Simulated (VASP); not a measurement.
Here is a VASP 6.6.1 calculation.

Contents of INCAR:

```
SYSTEM = Sb
ALGO = Normal ; DIPOL = 0.5 0.5 0.500
EDIFF = 1E-6 ; ENCUT = 520
GGA = PE ; IDIPOL = 3
ISIF = 2 ; ISMEAR = -1
LASPH = .True. ; LCHARG = .False.
LDIPOL = .True. ; LREAL = .False.
LWAVE = .False. ; NBANDS = 14
NELM = 80 ; PREC = Accurate
SIGMA = 0.08
```

KPOINTS

```
k-points
0
Gamma
  10 7 1
  0 0 0
```

The input POSCAR:

```
Sb
1.0
    3.3884663842      0.0000000000      0.0000000000
    0.0000000000      4.7920151162      0.0000000000
    0.0000000000      0.0000000000     19.3885000000
Sb
3
Direct
    0.0000000000      0.0000000000      0.4271447758
    0.5000000000      0.5000000000      0.5000000002
    0.0000000000      0.0000000000      0.5728552240
```

Potentials or basis: VASP PAW PBE potentials, release 64 (Sb).

Command:

```bash
$ cat potpaw_PBE.64/Sb/POTCAR > POTCAR
$ mpirun -np 1 vasp_std > vasp.out
```

Question: Predict the largest force.

Answer: 0.024 eV/Å.

Forces in eV/Å, atoms in the order of the input:
```
Sb   0.000  0.000 -0.024
Sb   0.000  0.000  0.000
Sb   0.000  0.000  0.024
```
